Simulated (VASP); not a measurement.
# ZnCu2SnSe4 (I-4) in VASP: further runs, part 2 of 2

VASP 6.6.1.

## Step 3: Single point, PBEsol

This run uses another cell than the first one, of 24.38 Å³/atom.

File INCAR:

```
  ALGO = Normal
  EDIFF = 1E-6
  ENCUT = 520
  GGA = PS
  ISIF = 2
  ISMEAR = -1
  LASPH = T
  LCHARG = T
  LELF = T
  LREAL = F
  LVHAR = T
  LWAVE = F
  NBANDS = 46
  NELM = 100
  PREC = Accurate
  SIGMA = 0.05
```

File KPOINTS:

```
k-points
0
Gamma
  6 6 6
```

File POSCAR:

```
ZnCu2SnSe4
1.0
   -2.9144933700      2.9144933700      5.7398310000
    2.9144933700     -2.9144933700      5.7398310000
    2.9144933700      2.9144933700     -5.7398310000
Sn Se Zn Cu
1 4 1 2
Direct
    0.5000000000      0.5000000000      0.0000000000
    0.3634660000      0.8897130000      0.9932200000
    0.8964930000      0.3702460000      0.0067800000
    0.1102870000      0.1035070000      0.4737530000
    0.6297540000      0.6365340000      0.5262470000
    0.7500000000      0.2500000000      0.5000000000
    0.0000000000      0.0000000000      0.0000000000
    0.2500000000      0.7500000000      0.5000000000
```

Potentials or basis: VASP PAW PBE potentials, release 64 (Sn_d, Se, Zn, Cu).

Started as:

```sh
$ cat potpaw_PBE.64/Sn_d/POTCAR potpaw_PBE.64/Se/POTCAR potpaw_PBE.64/Zn/POTCAR potpaw_PBE.64/Cu/POTCAR > POTCAR
$ mpirun -np 1 vasp_std > vasp.out
```

Run time: 20 min. Hardware: 1 thread of Intel Xeon 8259CL, shared host; peak memory 0.63 GiB.

The run converged. Its results:

| Quantity | Value |
| --- | --- |
| Free energy | -32.6207 eV |
| Pressure | -3.9 GPa |
| Largest force | 0.105 eV/Å |
| Band gap on the k mesh | 0.07 eV |

Forces on the atoms (eV/Å):
```
Sn   0.000  0.000  0.000
Se  -0.025 -0.099  0.026
Se   0.025  0.099  0.026
Se  -0.099  0.025 -0.026
Se   0.099 -0.025 -0.026
Zn   0.000  0.000  0.000
Cu   0.000  0.000  0.000
Cu   0.000  0.000  0.000
```

Stress tensor (GPa, compression positive):
```
-4.01  0.00  0.00
 0.00 -4.01  0.00
 0.00  0.00 -3.55
```

Levels at points of the mesh, in eV from the valence-band top:
| k point | band 32 | band 33 | band 34 | band 35 | band 36 | band 37 | band 38 | band 39 | band 40 | band 41 |
| --- | --- | --- | --- | --- | --- | --- | --- | --- | --- | --- |
| (0.00, 0.00, 0.00) | -1.54 | -1.41 | -0.34 | 0.00 | 0.00 | 0.07 | 1.71 | 2.19 | 3.40 | 3.40 |
| (0.50, 0.00, 0.00) | -1.33 | -1.14 | -1.05 | -1.00 | -0.48 | 1.24 | 2.74 | 2.86 | 3.73 | 3.77 |
| (0.50, 0.50, 0.00) | -1.15 | -0.81 | -0.68 | -0.48 | -0.33 | 0.13 | 1.75 | 2.49 | 3.60 | 3.71 |
| (0.50, 0.50, 0.50) | -1.20 | -1.04 | -1.04 | -0.82 | -0.82 | 0.86 | 1.82 | 1.82 | 2.00 | 2.81 |

Caveat: the cell stands under tension; the smearing spreads over this small gap; semilocal functionals underestimate gaps, and a narrow one can read as zero; the PAW data sets were made with another functional, which shifts forces and pressure a little; spin-orbit coupling is left out, which moves the levels of the heavy elements. A k mesh can miss the band edges.

## Step 4: Single point, PBEsol

This run uses another cell than the first one, of 24.86 Å³/atom.

File INCAR:

```
SYSTEM = ZnCu2SnSe4
  ALGO = Normal
  EDIFF = 1E-6
  ENCUT = 520
  GGA = PS
  ISIF = 2
  ISMEAR = -1
  LASPH = .TRUE.
  LCHARG = .FALSE.
  LREAL = .FALSE.
  LWAVE = .FALSE.
  NBANDS = 46
  NELM = 60
  PREC = Accurate
  SIGMA = 0.05
```

File KPOINTS:

```
k-points
0
G
  6 6 6
  0 0 0
```

POSCAR, as its differences from that of step 3:

```diff
@@ -2,5 +2,5 @@
 1.0
-   -2.9144933700      2.9144933700      5.7398310000
-    2.9144933700     -2.9144933700      5.7398310000
-    2.9144933700      2.9144933700     -5.7398310000
+   -2.9433497400      2.9433497400      5.7398310000
+    2.9433497400     -2.9433497400      5.7398310000
+    2.9433497400      2.9433497400     -5.7398310000
 Sn Se Zn Cu
```

Started as:

```sh
$ cat potpaw_PBE.64/Sn_d/POTCAR potpaw_PBE.64/Se/POTCAR potpaw_PBE.64/Zn/POTCAR potpaw_PBE.64/Cu/POTCAR > POTCAR
$ mpirun -np 1 vasp_std > vasp.out
```

Wall time 19 min (1 thread of Intel Xeon 8259CL, shared host); peak memory 0.63 GiB.

It converged, with:

```
Free energy            : -32.5117 eV
Pressure               : -4.7 GPa
Largest force          : 0.084 eV/Å
Band gap on the k mesh : 0.09 eV
```

Forces on the atoms (eV/Å):
```
Sn   0.000  0.000  0.000
Se  -0.043 -0.070  0.019
Se   0.043  0.070  0.019
Se  -0.070  0.043 -0.019
Se   0.070 -0.043 -0.019
Zn   0.000  0.000  0.000
Cu   0.000  0.000  0.000
Cu   0.000  0.000  0.000
```

Stress tensor (GPa, compression positive):
```
-5.01  0.00  0.00
 0.00 -5.01  0.00
 0.00  0.00 -4.22
```

Levels at points of the mesh, in eV from the valence-band top:
| k point | band 33 | band 34 | band 35 | band 36 | band 37 | band 38 | band 39 | band 40 |
| --- | --- | --- | --- | --- | --- | --- | --- | --- |
| (0.00, 0.00, 0.00) | -1.35 | -0.38 | 0.00 | 0.00 | 0.09 | 1.72 | 2.13 | 3.41 |
| (0.50, 0.00, 0.00) | -1.10 | -1.00 | -0.95 | -0.44 | 1.19 | 2.74 | 2.86 | 3.69 |
| (0.50, 0.50, 0.00) | -0.79 | -0.66 | -0.46 | -0.30 | 0.10 | 1.73 | 2.44 | 3.55 |
| (0.50, 0.50, 0.50) | -1.01 | -1.01 | -0.78 | -0.78 | 0.84 | 1.86 | 1.86 | 2.01 |

Caveat: the cell stands under tension; semilocal functionals underestimate gaps, and a narrow one can read as zero; the PAW data sets were made with another functional, which shifts forces and pressure a little; spin-orbit coupling is left out, which moves the levels of the heavy elements.

## Step 5: Summary

```tsv
cell	gap on the mesh (eV)	pressure (GPa)	largest force (eV/Å)
a = 7.043 Å, angles 131.6, 131.6, 70.8°, 8 atoms	0.05	-2.9	0.13
a = 7.066 Å, angles 131.3, 131.3, 71.4°, 8 atoms	0.07	-3.9	0.11
a = 7.090 Å, angles 130.9, 130.9, 71.9°, 8 atoms	0.09	-4.7	0.08
```

Alike in all rows: task single point; level PBEsol; potentials or basis VASP PAW PBE potentials, release 64 (Sn_d, Se, Zn, Cu); no spin polarisation; k mesh 6 × 6 × 6; cutoff (eV) 520; smearing fermi-dirac 0.05 eV.

Caveats: semilocal functionals underestimate gaps, and a narrow one can read as zero; the PAW data sets were made with another functional, which shifts forces and pressure a little; spin-orbit coupling is left out, which moves the levels of the heavy elements; the smearing spreads over this small gap (at least some runs); the cell stands under tension (at least some runs).

Total energies depend on the potentials used, so only differences within one code and one set of settings carry meaning.
